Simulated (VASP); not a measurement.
A run of VASP 6.6.1 is set up as follows.

INCAR

```
SYSTEM = TaSi2
PREC     = Accurate       ! precision mode
ENCUT    = 600            ! plane-wave cutoff, eV
EDIFF    = 1E-6           ! SCF threshold, eV
ISMEAR   = 0              ! smearing method
SIGMA    = 0.1            ! smearing width, eV
LREAL    = .False.        ! projectors in reciprocal space
LASPH    = .True.         ! aspherical terms in the spheres
NELM     = 60             ! most SCF steps
ALGO     = Normal         ! electronic algorithm
ISIF     = 3              ! what is computed and relaxed
LWAVE    = .False.        ! write WAVECAR
LCHARG   = .False.        ! write CHGCAR
GGA      = PS             ! functional
IBRION   = 2              ! ionic algorithm
NSW      = 100            ! ionic steps
EDIFFG   = -0.002         ! ionic threshold
```

KPOINTS

```
Automatic mesh
0
Gamma
  9 9 6
  0 0 0
```

File POSCAR:

```
TaSi2
1.0
    4.7686266500      0.0000000000      0.0000000000
   -2.3843133300      4.1297518200      0.0000000000
    0.0000000000      0.0000000000      6.5214099500
Ta Si
3 6
Direct
    0.0000000000      0.5000000000      0.1666666700
    0.5000000000      0.5000000000      0.8333333300
    0.5000000000      0.0000000000      0.5000000000
    0.8413836500      0.6827673000      0.5000000000
    0.1586163500      0.8413836500      0.8333333300
    0.6827673000      0.8413836500      0.1666666700
    0.1586163500      0.3172327000      0.5000000000
    0.8413836500      0.1586163500      0.8333333300
    0.3172327000      0.1586163500      0.1666666700
```

Potentials or basis: VASP PAW PBE potentials, release 64 (Ta_pv, Si).

Command:

```bash
$ cat potpaw_PBE.64/Ta_pv/POTCAR potpaw_PBE.64/Si/POTCAR > POTCAR
$ mpirun -np 1 vasp_std > vasp.out
```

(1) Predict the relaxed cell.

(2) Predict the band gap on the k mesh.

Results:

(1) a = 4.763 Å, b = 4.763 Å, c = 6.561 Å, α = 90.00°, β = 90.00°, γ = 120.00°.

(2) zero (an odd number of electrons rules out a gap without spin polarisation).

Caveat: spin-orbit coupling is left out, which moves the levels of the heavy elements; an odd number of electrons without spin polarisation forces a metal; a magnetic or distorted state may lie lower.
